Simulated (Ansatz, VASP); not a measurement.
One calculation of Co, two programs

```
CELL_PARAMETERS angstrom
2.53615 0.00000 0.00000
-1.26807 2.19637 0.00000
0.00000 0.00000 4.14298
ATOMIC_POSITIONS crystal
Co 0.33333 0.66667 0.74014
Co 0.66667 0.33333 0.25986
```

Alike in both runs: task single point; functional PBE; k mesh 24 × 24 × 12; collinear spin.

|  | VASP | Ansatz |
| --- | --- | --- |
| version | VASP 6.6.1 | Ansatz 0.2.0 |
| potentials or method | VASP PAW PBE potentials, release 64 (Co), cutoff 600 eV | scalar-relativistic, plane waves, PAW |
| occupations | methfessel-paxton of order 1, width 0.05 eV | cold, width 0.05 eV |
| valence electrons in the cell | 18 | 34 |

Ansatz gave:

- net moment per atom (μB): 1.66
- size of the moment on the site where the two differ most (μB): 1.75

Problem. Which values does VASP return?

Solution. net moment per atom (μB): 1.65; size of the moment on the site where the two differ most (μB): 1.69.

Site moments also hang on the region over which each program counts them. VASP's potentials hold 18 valence electrons a cell and Ansatz's 34, so a difference there can come from the potentials and not from the codes. Ansatz's warnings: stability check not made.
